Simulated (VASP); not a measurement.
# ZnO (P6_3mc) in VASP: further runs

ZnO is run at these levels: PBEsol; tasks: single point, relaxation of cell and atoms.

Program: VASP 6.6.1. These are calculated values, not measurements. Logs are shortened: lines on timing, memory, paths and dates and some standing lists are left out, and cuts for length are marked.

### 1 The cell of the first run

It takes space group P6_3mc (No. 186, hexagonal). Conventional cell: a = 3.183 Å, b = 3.183 Å, c = 5.139 Å, α = 90.00°, β = 90.00°, γ = 120.00°. Within 2.6 Å of Zn (site symmetry 3m) lie 4 O at 1.94 to 1.95 Å. O (site symmetry 3m) has 4 Zn at 1.94 to 1.95 Å within 2.6 Å.

### 2 Single point, PBEsol

INCAR

```
SYSTEM = ZnO
PREC = Accurate
ENCUT = 520
EDIFF = 1E-6
ISMEAR = 0
SIGMA = 0.01
LREAL = .False.
LASPH = .True.
NELM = 80
ALGO = Normal
ISIF = 2
LWAVE = .False.
LCHARG = .False.
GGA = PS
NBANDS = 26
```

KPOINTS

```
Automatic mesh
0
Gamma
  8 8 4
  0 0 0
```

POSCAR

```
ZnO
1.0
    3.1832215622      0.0000000000      0.0000000000
   -1.5916107811      2.7567507387      0.0000000000
    0.0000000000      0.0000000000      5.1386657934
Zn O
2 2
Direct
    0.3333333333      0.6666666667      0.5000707551
    0.6666666667      0.3333333333      0.0000707551
    0.6666666667      0.3333333333      0.3789392449
    0.3333333333      0.6666666667      0.8789392449
```

Potentials or basis: VASP PAW PBE potentials, release 64 (Zn, O).

Run with:

```
cat potpaw_PBE.64/Zn/POTCAR potpaw_PBE.64/O/POTCAR > POTCAR
mpirun -np 1 vasp_std > vasp.out
```

OUTCAR:

```text
SYSTEM = ZnO
   PREC = Accurate
   ENCUT = 520
   EDIFF = 1E-6
   ISMEAR = 0
   LREAL = .False.
   LASPH = .True.
   NELM = 80
   ISIF = 2
   GGA = PS

 ion  position               nearest neighbor table
   1  0.333  0.667  0.500-   3 1.94   3 1.94   3 1.94   4 1.95
   2  0.667  0.333  0.000-   4 1.94   4 1.94   4 1.94   3 1.95
   3  0.667  0.333  0.379-   1 1.94   1 1.94   1 1.94   2 1.95
   4  0.333  0.667  0.879-   2 1.94   2 1.94   2 1.94   1 1.95

  LATTYP: Found a hexagonal cell.
 ALAT       =     3.1832215622
 C/A-ratio  =     1.6142972435

  Lattice vectors:

 A1 = (   3.1832215622,   0.0000000000,   0.0000000000)
 A2 = (  -1.5916107811,   2.7567507387,   0.0000000000)
 A3 = (   0.0000000000,   0.0000000000,   5.1386657934)

Analysis of symmetry for initial positions (statically):
=====================================================================
 Subroutine PRICEL returns:
 Original cell was already a primitive cell.

 Routine SETGRP: Setting up the symmetry group for a
 hexagonal supercell.

 Subroutine GETGRP returns: Found 12 space group operations
 (whereof  6 operations were pure point group operations)
 out of a pool of 24 trial point group operations.

The static configuration has the point symmetry C_3v.
 The point group associated with its full space group is C_6v.

Analysis of symmetry for dynamics (positions and initial velocities):
=====================================================================
 Subroutine PRICEL returns:
 Original cell was already a primitive cell.

 Routine SETGRP: Setting up the symmetry group for a
 hexagonal supercell.

 Subroutine GETGRP returns: Found 12 space group operations
 (whereof  6 operations were pure point group operations)
 out of a pool of 24 trial point group operations.

The dynamic configuration has the point symmetry C_3v.
 The point group associated with its full space group is C_6v.

 Subroutine INISYM returns: Found 12 space group operations
 (whereof  6 operations are pure point group operations),
 and found     1 'primitive' translations

----------------------------------------------------------------------------------------

                                     Primitive cell
[... 90 lines left out ...]
   LNONCOLLINEAR =      F non collinear calculations
   LSORBIT =      F    spin-orbit coupling
   LASPH  =      T    aspherical Exc in radial PAW
   ENCUT  =  520.0 eV  38.22 Ry    6.18 a.u.   5.92  5.92  9.55*2*pi/ulx,y,z
   NELM   =     80;   NELMIN=  2; NELMDL= -5     # of ELM steps
   EDIFF  = 0.1E-05   stopping-criterion for ELM
   LREAL  =      F    real-space projection
   EDIFFG = 0.1E-04   stopping-criterion for IOM
   NSW    =      0    number of steps for IOM
   IBRION =     -1    ionic relax: 0-MD 1-quasi-New 2-CG
   NFREE  =      0    steps in history (QN), initial steepest desc. (CG)
   ISIF   =      2    stress and relaxation
   ISYM   =      2    0-nonsym 1-usesym 2-fastsym
   POTIM  = 0.5000    time-step for ionic-motion
   TEBEG  =    0.0;   TEEND  =   0.0 temperature during run
   PSTRESS=    0.0 pullay stress
   NELECT =      36.0000    total number of electrons
   NUPDOWN=      -1.0000    fix difference up-down
   EMIN   =  10.00;   EMAX   =-10.00  energy-range for DOS
   EFERMI =   0.00;   METHOD = LEGACY
   ISMEAR =     0;   SIGMA  =   0.01  broadening in eV -4-tet -1-fermi 0-gaus
   EFERMI_NEDOS =   21; number of points for ismear=-14 and -15
   IALGO  =     38    algorithm
   IMIX   =      4    mixing-type and parameters
     AMIX     =   0.40;   BMIX     =  1.00
     AMIX_MAG =   1.60;   BMIX_MAG =  1.00
  volume/ion in A,a.u.               =      11.27        76.08
  Fermi-wavevector in a.u.,A,eV,Ry     =   1.518696  2.869919 31.380974  2.306436
  Thomas-Fermi vector in A             =   2.627782
   LORBIT       =      0    0 simple, 1 ext, 2 COOP (PROOUT), +10 PAW based schemes
   GGA     = PS    functional components
   LHFCALC =     F    Hartree Fock is set to
   AEXX    =    0.0000 exact exchange contribution
   IVDW    =     0    specifies the selected vdW correction
   LEPSILON=     F    determine dielectric tensor
   LRPA    =     F    only Hartree local field effects (RPA)
 non-spin polarized calculation
 Gauss-broadening in eV      SIGMA  =   0.01
  energy-cutoff  :      520.00
  volume of cell :       45.09
 maximum number of plane-waves:      1228
 NGX is ok and might be reduce to    24
   NGX = 11   NGY = 11   NGZ = 19

 number of electron      35.9999981 magnetization

 Free energy of the ion-electron system (eV)
  ---------------------------------------------------
  ext. energy  EPLUGINS =         0.00000000
  ---------------------------------------------------
  free energy    TOTEN  =       -19.35141028 eV

  energy without entropy =      -19.35141028  energy(sigma->0) =      -19.35141028

 E-fermi :   1.6200     XC(G=0): -11.4794

 val. band max:        1.5648323068   @ k =   0.0000   0.0000   0.0000
 cond. band min:       2.3163125832   @ k =   0.0000   0.0000   0.0000
 fundamental gap:      0.7514802764
 Fermi energy:         1.6199634112

 k-point     1 :       0.0000    0.0000    0.0000
  band No.  band energies     occupation
      1     -16.9423      2.00000
      2     -16.1146      2.00000
      3      -4.6092      2.00000
      4      -4.4419      2.00000
      5      -4.4419      2.00000
      6      -4.3942      2.00000
[... 685 lines left out ...]
     25      15.4588      0.00000
     26      15.4588      0.00000

 [... further k-points ...]

------------------------ aborting loop because EDIFF is reached ----------------------------------------

  FORCE on cell =-STRESS in cart. coord.  units (eV):
  Direction    XX          YY          ZZ          XY          YZ          ZX
  --------------------------------------------------------------------------------------
  -------------------------------------------------------------------------------------
  Total        2.2820291      2.2820291      2.2797566      0.0000000      0.0000000      0.0000000
  in kB       81.0806111     81.0806111     80.9998698      0.0000000      0.0000000      0.0000000
  external PRESSURE =      81.0536973 kB  Pullay stress =       0.0000000 kB

 VOLUME and BASIS-vectors are now :
 -----------------------------------------------------------------------------
  energy-cutoff  :      520.00
  volume of cell :       45.09
      direct lattice vectors                 reciprocal lattice vectors
     3.183221562  0.000000000  0.000000000     0.314147156  0.181372945  0.000000000
    -1.591610781  2.756750739  0.000000000     0.000000000  0.362745890  0.000000000
     0.000000000  0.000000000  5.138665793     0.000000000  0.000000000  0.194603043

 POSITION                                       TOTAL-FORCE (eV/Angst)
 -----------------------------------------------------------------------------------
     -0.00000      1.83783      2.56970        -0.000000     -0.000000      0.000947
      1.59161      0.91892      0.00036         0.000000      0.000000      0.000947
      1.59161      0.91892      1.94724        -0.000000      0.000000     -0.000947
     -0.00000      1.83783      4.51658        -0.000000      0.000000     -0.000947
 -----------------------------------------------------------------------------------
    total drift:                                0.000001      0.000001     -0.000004

  FREE ENERGIE OF THE ION-ELECTRON SYSTEM (eV)
  ---------------------------------------------------
  free  energy   TOTEN  =       -19.3514102834 eV

  energy  without entropy=      -19.3514102834  energy(sigma->0) =      -19.35141028
```

Wall time 16 s (1 thread of Intel Xeon Platinum 8559C (Emerald Rapids), shared host); peak memory 0.17 GiB.

Results:

```yaml
Free_energy: -19.3514 eV
Pressure: 8.1 GPa
Band_gap_on_the_k_mesh: 0.75 eV
```

Levels at points of the mesh, in eV from the valence-band top:
```csv
k point,band 14,band 15,band 16,band 17,band 18,band 19,band 20,band 21,band 22,band 23
"(0.00, 0.00, 0.00)",-0.87,-0.87,-0.11,0.00,0.00,0.75,5.31,8.24,13.05,13.05
"(0.50, 0.00, 0.00)",-3.77,-3.02,-2.47,-1.40,-0.92,5.91,6.77,7.47,8.80,10.74
"(0.00, 0.00, 0.50)",-2.31,-0.43,-0.43,-0.43,-0.43,3.48,3.48,10.13,10.13,13.35
"(0.50, 0.00, 0.50)",-3.88,-1.64,-1.64,-1.50,-1.50,5.64,5.64,8.65,8.65,11.36
```

Caveat: the cell stands under pressure; semilocal functionals underestimate gaps, and a narrow one can read as zero; the PAW data sets were made with another functional, which shifts forces and pressure a little.

### 3 Single point, PBEsol

This run uses another cell than the first one, of 11.62 Å³/atom.

INCAR

```
ALGO     = Normal         # electronic algorithm
EDIFF    = 1E-6           # SCF threshold, eV
ENCUT    = 520            # plane-wave cutoff, eV
GGA      = PS             # functional
ISIF     = 2              # what is computed and relaxed
ISMEAR   = 0              # smearing method
LASPH    = True           # aspherical terms in the spheres
LCHARG   = True           # write CHGCAR
LELF     = True           # ELF
LREAL    = False          # projectors in reciprocal space
LVHAR    = True         
LWAVE    = False          # write WAVECAR
NBANDS   = 26             # bands
NELM     = 100            # most SCF steps
PREC     = Accurate       # precision mode
SIGMA    = 0.01           # smearing width, eV
```

KPOINTS

```
k-points
0
Gamma
  8 8 4
```

POSCAR

```
ZnO
1.0
    3.2156670681      0.0000000000      0.0000000000
   -1.6078335340      2.7848493711      0.0000000000
    0.0000000000      0.0000000000      5.1909244511
Zn O
2 2
Direct
    0.3333333333      0.6666666667      0.5000430902
    0.6666666667      0.3333333333      0.0000430902
    0.6666666667      0.3333333333      0.3789669098
    0.3333333333      0.6666666667      0.8789669098
```

Potentials or basis: VASP PAW PBE potentials, release 64 (Zn, O).

Run with:

```
cat potpaw_PBE.64/Zn/POTCAR potpaw_PBE.64/O/POTCAR > POTCAR
mpirun -np 1 vasp_std > vasp.out
```

Wall time 19 s (1 thread of Intel Xeon Platinum 8559C (Emerald Rapids), shared host); peak memory 0.17 GiB.

The run converged. Its results:

```yaml
Free_energy: -19.4014 eV
Pressure: 2.8 GPa
Band_gap_on_the_k_mesh: 0.71 eV
```

Levels at points of the mesh, in eV from the valence-band top:
| k point | band 14 | band 15 | band 16 | band 17 | band 18 | band 19 | band 20 | band 21 | band 22 | band 23 |
| --- | --- | --- | --- | --- | --- | --- | --- | --- | --- | --- |
| (0.00, 0.00, 0.00) | -0.83 | -0.83 | -0.10 | 0.00 | 0.00 | 0.71 | 5.20 | 8.14 | 12.90 | 12.90 |
| (0.50, 0.00, 0.00) | -3.66 | -2.92 | -2.36 | -1.35 | -0.88 | 5.78 | 6.74 | 7.44 | 8.60 | 10.57 |
| (0.00, 0.00, 0.50) | -2.29 | -0.41 | -0.41 | -0.41 | -0.41 | 3.41 | 3.41 | 10.01 | 10.01 | 13.19 |
| (0.50, 0.00, 0.50) | -3.82 | -1.57 | -1.57 | -1.44 | -1.44 | 5.60 | 5.60 | 8.48 | 8.48 | 11.23 |

Caveat: semilocal functionals underestimate gaps, and a narrow one can read as zero; the PAW data sets were made with another functional, which shifts forces and pressure a little.

### 4 Single point, PBEsol

This run uses another cell than the first one, of 11.48 Å³/atom.

INCAR

```
PREC = Accurate
ENCUT = 520
EDIFF = 1E-7
ISMEAR = 0
SIGMA = 0.01
LREAL = F
LASPH = T
NELM = 100
ALGO = Normal
ISIF = 2
LWAVE = F
LCHARG = F
GGA = PS
NBANDS = 26
```

KPOINTS

```
regular mesh
0
Gamma
  8 8 4
```

POSCAR

```
ZnO
1.0
    3.2021787547      0.0000000000      0.0000000000
   -1.6010893773      2.7731681490      0.0000000000
    0.0000000000      0.0000000000      5.1690493179
Zn O
2 2
Direct
    0.3333333333      0.6666666667      0.5000462054
    0.6666666667      0.3333333333      0.0000462054
    0.6666666667      0.3333333333      0.3789637946
    0.3333333333      0.6666666667      0.8789637946
```

Run with:

```
cat potpaw_PBE.64/Zn/POTCAR potpaw_PBE.64/O/POTCAR > POTCAR
mpirun -np 1 vasp_std > vasp.out
```

It took 19 s on 1 thread of Intel Xeon Platinum 8559C (Emerald Rapids), shared host; peak memory 0.16 GiB.

Results (log left out):

| Property | Result |
| --- | --- |
| Free energy | -19.3858 eV |
| Pressure | 5.1 GPa |
| Band gap on the k mesh | 0.73 eV |

Levels at points of the mesh, in eV from the valence-band top:
```csv
k point,band 14,band 15,band 16,band 17,band 18,band 19,band 20,band 21,band 22,band 23
"(0.00, 0.00, 0.00)",-0.84,-0.84,-0.10,0.00,0.00,0.73,5.25,8.19,12.96,12.96
"(0.50, 0.00, 0.00)",-3.70,-2.96,-2.41,-1.37,-0.89,5.84,6.75,7.46,8.68,10.64
"(0.00, 0.00, 0.50)",-2.29,-0.42,-0.42,-0.42,-0.42,3.44,3.44,10.06,10.06,13.26
"(0.50, 0.00, 0.50)",-3.84,-1.60,-1.60,-1.46,-1.46,5.62,5.62,8.55,8.55,11.28
```

Caveat: the cell stands under pressure; semilocal functionals underestimate gaps, and a narrow one can read as zero; the PAW data sets were made with another functional, which shifts forces and pressure a little.

### 5 Single point, PBEsol

This run uses another cell than the first one, of 11.70 Å³/atom.

INCAR

```
ALGO = Normal ; EDIFF = 1E-6
ENCUT = 520 ; GGA = PS
ISIF = 2 ; ISMEAR = 0
LASPH = True ; LCHARG = True
LELF = True ; LREAL = False
LVHAR = True ; LWAVE = False
NBANDS = 26 ; NELM = 60
PREC = Accurate ; SIGMA = 0.01
```

KPOINTS

```
k-points
0
Gamma
  8 8 4
```

POSCAR

```
ZnO
1.0
    3.2230802000      0.0000000000      0.0000000000
   -1.6115401000      2.7912693317      0.0000000000
    0.0000000000      0.0000000000      5.2023526463
Zn O
2 2
Direct
    0.3333333333      0.6666666667      0.5000158447
    0.6666666667      0.3333333333      0.0000158447
    0.6666666667      0.3333333333      0.3789941553
    0.3333333333      0.6666666667      0.8789941553
```

Run with:

```
cat potpaw_PBE.64/Zn/POTCAR potpaw_PBE.64/O/POTCAR > POTCAR
mpirun -np 1 vasp_std > vasp.out
```

Run time: 24 s. Hardware: 1 thread of Intel Xeon Platinum 8559C (Emerald Rapids), shared host; peak memory 0.17 GiB.

The run converged. Its results:

```yaml
Free_energy: -19.4067 eV
Pressure: 1.7 GPa
Band_gap_on_the_k_mesh: 0.70 eV
```

Levels at points of the mesh, in eV from the valence-band top:
```tsv
k point	band 15	band 16	band 17	band 18	band 19	band 20	band 21	band 22
(0.00, 0.00, 0.00)	-0.82	-0.10	0.00	0.00	0.70	5.18	8.12	12.86
(0.50, 0.00, 0.00)	-2.90	-2.34	-1.34	-0.87	5.75	6.73	7.44	8.55
(0.00, 0.00, 0.50)	-0.41	-0.41	-0.41	-0.41	3.39	3.39	9.98	9.98
(0.50, 0.00, 0.50)	-1.56	-1.56	-1.43	-1.43	5.59	5.59	8.44	8.44
```

Caveat: semilocal functionals underestimate gaps, and a narrow one can read as zero; the PAW data sets were made with another functional, which shifts forces and pressure a little.

(Part 1 of 2 ends here.)
